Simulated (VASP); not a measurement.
# Ir12O in VASP: relaxation of the atoms with PBE

Aim: the relaxation of the atoms of Ir12O with PBE.

Everything below comes from runs of VASP 6.6.1. Logs are shortened: lines on timing, memory, paths and dates and some standing lists are left out, and cuts for length are marked.

## 1. The cell of the first run

The cell holds a slab with vacuum, 13 atoms: a = 5.431 Å, b = 5.431 Å, c = 15.434 Å, α = 90.00°, β = 90.00°, γ = 60.00°.

## 2. Relaxation of the atoms, PBE

Input file INCAR:

```
  PREC = Accurate
  ENCUT = 520
  EDIFF = 1E-7
  ISMEAR = 0
  SIGMA = 0.05
  LREAL = False
  LASPH = True
  NELM = 100
  ALGO = Normal
  ISIF = 2
  LWAVE = False
  LCHARG = False
  GGA = PE
  IBRION = 2
  NSW = 80
  EDIFFG = -0.03
  KPAR = 4
```

Input file KPOINTS:

```
Automatic mesh
0
Gamma
  4 4 1
```

Input file POSCAR:

```
Ir12O
1.0
    5.4305800000      0.0000000000      0.0000000000
    2.7152900000      4.7030200000      0.0000000000
    0.0000000000      0.0000000000     15.4340500000
Ir O
12 1
Selective dynamics
Direct
    0.1666667000      0.1666667000      0.0647918000  F F F
    0.6666667000      0.1666667000      0.0647918000  F F F
    0.1666667000      0.6666667000      0.0647918000  F F F
    0.6666667000      0.6666667000      0.0647918000  F F F
   -0.1666667000      0.3333333000      0.2084369000  T T T
    0.3333333000      0.3333333000      0.2084369000  T T T
   -0.1666667000      0.8333333000      0.2084369000  T T T
    0.3333333000      0.8333333000      0.2084369000  T T T
    0.0000000000      0.0000000000      0.3520819000  T T T
    0.5000000000      0.0000000000      0.3520819000  T T T
    0.0000000000      0.5000000000      0.3520819000  T T T
    0.5000000000      0.5000000000      0.3520819000  T T T
    0.1615942000      0.1603502000      0.4486217000  T T T
```

Potentials or basis: VASP PAW PBE potentials, release 64 (Ir, O).

Started as:

```console
cat potpaw_PBE.64/Ir/POTCAR potpaw_PBE.64/O/POTCAR > POTCAR
mpirun -np 4 vasp_std > vasp.out
```

OUTCAR:

```text
PREC = Accurate
   ENCUT = 520
   EDIFF = 1E-7
   ISMEAR = 0
   LREAL = False
   LASPH = True
   NELM = 100
   ISIF = 2
   GGA = PE
   IBRION = 2
   NSW = 80
   EDIFFG = -0.03

 ion  position               nearest neighbor table
   1  0.167  0.167  0.065-   3 2.72   3 2.72   4 2.72   4 2.72   2 2.72   2 2.72   6 2.72   8 2.72
                             5 2.72
   2  0.667  0.167  0.065-   4 2.72   3 2.72   4 2.72   3 2.72   1 2.72   1 2.72   5 2.72   7 2.72
                             6 2.72
   3  0.167  0.667  0.065-   1 2.72   1 2.72   2 2.72   2 2.72   4 2.72   4 2.72   8 2.72   6 2.72
                             7 2.72
   4  0.667  0.667  0.065-   2 2.72   1 2.72   2 2.72   1 2.72   3 2.72   3 2.72   7 2.72   5 2.72
                             8 2.72
   5  0.833  0.333  0.208-   9 2.72  12 2.72  11 2.72   7 2.72   7 2.72   8 2.72   8 2.72   6 2.72
                             6 2.72   2 2.72   4 2.72   1 2.72
   6  0.333  0.333  0.208-  10 2.72  11 2.72  12 2.72   8 2.72   7 2.72   8 2.72   7 2.72   5 2.72
                             5 2.72   1 2.72   3 2.72   2 2.72
   7  0.833  0.833  0.208-  11 2.72  10 2.72   9 2.72   5 2.72   5 2.72   6 2.72   6 2.72   8 2.72
                             8 2.72   4 2.72   2 2.72   3 2.72
   8  0.333  0.833  0.208-  12 2.72   9 2.72  10 2.72   6 2.72   5 2.72   6 2.72   5 2.72   7 2.72
                             7 2.72   3 2.72   1 2.72   4 2.72
   9  0.000  0.000  0.352-  13 2.12   5 2.72   8 2.72   7 2.72  11 2.72  11 2.72  12 2.72  12 2.72
                            10 2.72  10 2.72
  10  0.500  0.000  0.352-  13 2.18   6 2.72   7 2.72   8 2.72  12 2.72  11 2.72  12 2.72  11 2.72
                             9 2.72   9 2.72
  11  0.000  0.500  0.352-  13 2.18   7 2.72   6 2.72   5 2.72   9 2.72   9 2.72  10 2.72  10 2.72
                            12 2.72  12 2.72
  12  0.500  0.500  0.352-   8 2.72   5 2.72   6 2.72  10 2.72   9 2.72  10 2.72   9 2.72  11 2.72
                            11 2.72
  13  0.162  0.160  0.449-   9 2.12  10 2.18  11 2.18

  LATTYP: Found a hexagonal cell.
 ALAT       =     5.4305797945
 C/A-ratio  =     2.8420630180

  Lattice vectors:

 A1 = (  -2.7152900000,  -4.7030200000,   0.0000000000)
 A2 = (   5.4305800000,   0.0000000000,   0.0000000000)
 A3 = (   0.0000000000,   0.0000000000,  15.4340500000)

Analysis of symmetry for initial positions (statically):
=====================================================================
 Subroutine PRICEL returns:
 Original cell was already a primitive cell.

 Routine SETGRP: Setting up the symmetry group for a
 hexagonal supercell.

 Subroutine GETGRP returns: Found  1 space group operations
 (whereof  1 operations were pure point group operations)
 out of a pool of 24 trial point group operations.

The static configuration has the point symmetry C_1 .

Analysis of symmetry for dynamics (positions and initial velocities):
=====================================================================
 Subroutine PRICEL returns:
 Original cell was already a primitive cell.

 Routine SETGRP: Setting up the symmetry group for a
 hexagonal supercell.

 Subroutine GETGRP returns: Found  1 space group operations
 (whereof  1 operations were pure point group operations)
 out of a pool of 24 trial point group operations.

The dynamic configuration has the point symmetry C_1 .

Analysis of constrained symmetry for selective dynamics:
=====================================================================
 Subroutine PRICEL returns:
 Original cell was already a primitive cell.

 Routine SETGRP: Setting up the symmetry group for a
 hexagonal supercell.

 Subroutine GETGRP returns: Found  1 space group operations
 (whereof  1 operations were pure point group operations)
 out of a pool of 24 trial point group operations.

The constrained configuration has the point symmetry C_1 .

 Subroutine INISYM returns: Found  1 space group operations
 (whereof  1 operations are pure point group operations),
 and found     1 'primitive' translations

----------------------------------------------------------------------------------------

                                     Primitive cell

  volume of cell :     394.1876

  direct lattice vectors                    reciprocal lattice vectors
     5.430580000  0.000000000  0.000000000     0.184142394 -0.106314666  0.000000000
     2.715290000  4.703020000  0.000000000     0.000000000  0.212629332  0.000000000
     0.000000000  0.000000000 15.434050000     0.000000000  0.000000000  0.064791808
[... 36 lines left out ...]

 KPOINTS: Automatic mesh

Automatic generation of k-mesh.
 Grid dimensions read from file:
 generate k-points for:    4    4    1

 Generating k-lattice:

  Cartesian coordinates                     Fractional coordinates (reciprocal lattice)
     0.046035598 -0.026578666  0.000000000     0.250000000  0.000000000  0.000000000
     0.000000000  0.053157333  0.000000000     0.000000000  0.250000000  0.000000000
     0.000000000  0.000000000  0.064791808     0.000000000  0.000000000  1.000000000

  Length of vectors
     0.053157331  0.053157333  0.064791808

  Shift w.r.t. Gamma in fractional coordinates (k-lattice)
     0.000000000  0.000000000  0.000000000

 Subroutine IBZKPT returns following result:
 ===========================================

 Found     10 irreducible k-points:

 Following reciprocal coordinates:
            Coordinates               Weight
  0.000000  0.000000  0.000000      1.000000
  0.250000  0.000000  0.000000      2.000000
  0.250000  0.250000  0.000000      2.000000
  0.000000  0.250000  0.000000      2.000000
  0.500000  0.000000  0.000000      1.000000
  0.500000  0.500000  0.000000      1.000000
  0.000000  0.500000  0.000000      1.000000
  0.500000  0.250000  0.000000      2.000000
  0.250000  0.500000  0.000000      2.000000
 -0.250000  0.250000  0.000000      2.000000
   k-points           NKPTS =     10   k-points in BZ     NKDIM =     10   number of bands    NBANDS=     68
   number of dos      NEDOS =    301   number of ions     NIONS =     13
   total plane-waves  NPLWV = 192000
   dimension x,y,z NGX =    40 NGY =   40 NGZ =  120
   dimension x,y,z NGXF=    80 NGYF=   80 NGZF=  240
   ions per type =              12   1
   NGX,Y,Z   is equivalent  to a cutoff of  12.25, 12.25, 12.93 a.u.
   NGXF,Y,Z  is equivalent  to a cutoff of  24.49, 24.49, 25.85 a.u.
 SYSTEM =  unknown system
   PREC   = accura    normal or accurate (medium, high low for compatibility)
   ISTART =      0    job   : 0-new  1-cont  2-samecut
   ICHARG =      2    charge: 1-file 2-atom 10-const
   ISPIN  =      1    spin polarized calculation?
   LNONCOLLINEAR =      F non collinear calculations
   LSORBIT =      F    spin-orbit coupling
   LASPH  =      T    aspherical Exc in radial PAW
   ENCUT  =  520.0 eV  38.22 Ry    6.18 a.u.  10.10 10.10 28.70*2*pi/ulx,y,z
   NELM   =    100;   NELMIN=  2; NELMDL= -5     # of ELM steps
   EDIFF  = 0.1E-06   stopping-criterion for ELM
   LREAL  =      F    real-space projection
   EDIFFG = -.3E-01   stopping-criterion for IOM
   NSW    =     80    number of steps for IOM
   IBRION =      2    ionic relax: 0-MD 1-quasi-New 2-CG
   NFREE  =      1    steps in history (QN), initial steepest desc. (CG)
   ISIF   =      2    stress and relaxation
   ISYM   =      2    0-nonsym 1-usesym 2-fastsym
   POTIM  = 0.5000    time-step for ionic-motion
   TEBEG  =    0.0;   TEEND  =   0.0 temperature during run
   PSTRESS=    0.0 pullay stress
   NELECT =     114.0000    total number of electrons
   NUPDOWN=      -1.0000    fix difference up-down
   EMIN   =  10.00;   EMAX   =-10.00  energy-range for DOS
   EFERMI =   0.00;   METHOD = LEGACY
   ISMEAR =     0;   SIGMA  =   0.05  broadening in eV -4-tet -1-fermi 0-gaus
   EFERMI_NEDOS =   21; number of points for ismear=-14 and -15
   IALGO  =     38    algorithm
   IMIX   =      4    mixing-type and parameters
     AMIX     =   0.40;   BMIX     =  1.00
     AMIX_MAG =   1.60;   BMIX_MAG =  1.00
  volume/ion in A,a.u.               =      30.32       204.62
  Fermi-wavevector in a.u.,A,eV,Ry     =   1.082619  2.045852 15.946884  1.172063
  Thomas-Fermi vector in A             =   2.218664
   LORBIT       =      0    0 simple, 1 ext, 2 COOP (PROOUT), +10 PAW based schemes
   GGA     = PE    functional components
   LHFCALC =     F    Hartree Fock is set to
   AEXX    =    0.0000 exact exchange contribution
   IVDW    =     0    specifies the selected vdW correction
   LEPSILON=     F    determine dielectric tensor
   LRPA    =     F    only Hartree local field effects (RPA)
 conjugate gradient relaxation of ions
 non-spin polarized calculation
 Gauss-broadening in eV      SIGMA  =   0.05
  energy-cutoff  :      520.00
  volume of cell :      394.19
 maximum number of plane-waves:     10640
   NGX = 21   NGY = 21   NGZ = 57

--------------------------------------- Ionic step        1  -------------------------------------------

 number of electron     114.0000004 magnetization

 Free energy of the ion-electron system (eV)
  ---------------------------------------------------
  ext. energy  EPLUGINS =         0.00000000
  ---------------------------------------------------
  free energy    TOTEN  =      -105.22966547 eV

  energy without entropy =     -105.19045907  energy(sigma->0) =     -105.21006227

------------------------ aborting loop because EDIFF is reached ----------------------------------------

  FORCE on cell =-STRESS in cart. coord.  units (eV):
  Direction    XX          YY          ZZ          XY          YZ          ZX
  --------------------------------------------------------------------------------------
  -------------------------------------------------------------------------------------
  Total       -8.2659973     -8.2437567     -4.7672967     -0.0152595      0.2420685      0.3688693
  in kB      -33.5971857    -33.5067885    -19.3767002     -0.0620225      0.9838885      1.4992710
  external PRESSURE =     -28.8268915 kB  Pullay stress =       0.0000000 kB
[... 122 lines left out ...]
  FREE ENERGIE OF THE ION-ELECTRON SYSTEM (eV)
  ---------------------------------------------------
  free  energy   TOTEN  =      -105.4000908554 eV

  energy  without entropy=     -105.3748881890  energy(sigma->0) =     -105.38748952

[... ionic steps 4 to 7 ...]

--------------------------------------- Ionic step        8  -------------------------------------------

 number of electron     114.0000005 magnetization

------------------------ aborting loop because EDIFF is reached ----------------------------------------
[... 89 lines left out ...]
--------------------------------------- Ionic step       10  -------------------------------------------

 number of electron     114.0000006 magnetization

 Free energy of the ion-electron system (eV)
  ---------------------------------------------------
  ext. energy  EPLUGINS =         0.00000000
  ---------------------------------------------------
  free energy    TOTEN  =      -105.43399913 eV

  energy without entropy =     -105.40914095  energy(sigma->0) =     -105.42157004

 E-fermi :   1.4417     XC(G=0):  -7.4159

 val. band max:        1.4357994543   @ k =  -0.2500   0.2500   0.0000
 cond. band min:       1.5276639601   @ k =   0.0000   0.2500   0.0000
 fundamental gap:      0.0918645059
 Fermi energy:         1.4417067557

 k-point     1 :       0.0000    0.0000    0.0000
  band No.  band energies     occupation
      1     -17.7842      2.00000
      2      -8.6355      2.00000
      3      -6.7675      2.00000
      4      -6.3624      2.00000
      5      -5.9357      2.00000
      6      -5.9343      2.00000
[... 739 lines left out ...]
  FREE ENERGIE OF THE ION-ELECTRON SYSTEM (eV)
  ---------------------------------------------------
  free  energy   TOTEN  =      -105.4339991343 eV

  energy  without entropy=     -105.4091409521  energy(sigma->0) =     -105.42157004

 reached required accuracy - stopping structural energy minimisation
```

It took 31 min on 4 MPI ranks of AMD EPYC 7R43 (Zen 3), shared host; peak memory 0.57 GiB.

What came out:

| Property | Result |
| --- | --- |
| Free energy | -105.4340 eV |
| Energy gained by relaxing | 15.7 meV/atom |
| Ionic steps | 10 |
| Band gap on the k mesh | zero (bands 57 and 58 overlap by 1.08 eV) |

The path:
| step | energy change (eV) | largest force on free atoms (eV/Å) | pressure (GPa) |
| --- | --- | --- | --- |
| 1 | 0.0000 | 1.5071 | -2.88 |
| 2 | -0.1634 | 0.5595 | -2.50 |
| 3 | -0.1704 | 0.6017 | -2.37 |
| 4 | -0.1992 | 0.1962 | -2.24 |
| 5 | -0.1994 | 0.1443 | -2.26 |
| 6 | -0.2019 | 0.0825 | -2.22 |
| 7 | -0.2022 | 0.0849 | -2.20 |
| 8 | -0.2037 | 0.0462 | -2.11 |
| 9 | -0.2039 | 0.0605 | -2.07 |
| 10 | -0.2043 | 0.0230 | -2.00 |

Final structure:
```
Ir O
1.0
     5.43058    0.00000    0.00000
     2.71529    4.70302    0.00000
     0.00000    0.00000   15.43405
Ir O
12 1
Direct
  0.16667 0.16667 0.06479
  0.66667 0.16667 0.06479
  0.16667 0.66667 0.06479
  0.66667 0.66667 0.06479
  0.83199 0.33337 0.20536
  0.33358 0.33349 0.20534
  0.83290 0.83279 0.21364
  0.33344 0.83192 0.20536
  0.99850 0.99834 0.35337
  0.50119 0.99829 0.35337
  0.99845 0.50103 0.35337
  0.49939 0.49925 0.34811
  0.16627 0.16617 0.44174
```

Levels at points of the mesh, in eV from the Fermi level:
| k point | band 56 | band 57 | band 58 | band 59 | band 60 | band 61 |
| --- | --- | --- | --- | --- | --- | --- |
| (0.00, 0.00, 0.00) | 0.58 | 0.65 | 0.66 | 0.76 | 0.97 | 1.02 |
| (0.50, 0.00, 0.00) | -0.74 | -0.48 | -0.42 | -0.29 | -0.25 | -0.15 |
| (0.50, 0.50, 0.00) | -0.73 | -0.47 | -0.42 | -0.29 | -0.25 | -0.15 |
| (0.00, 0.50, 0.00) | -0.74 | -0.48 | -0.42 | -0.29 | -0.25 | -0.15 |

Caveat: there is no dipole correction, which matters where the two faces differ; spin-orbit coupling is left out, which moves the levels of the heavy elements.

The gap in the log of VASP goes by the Fermi energy; the results here count the filled bands.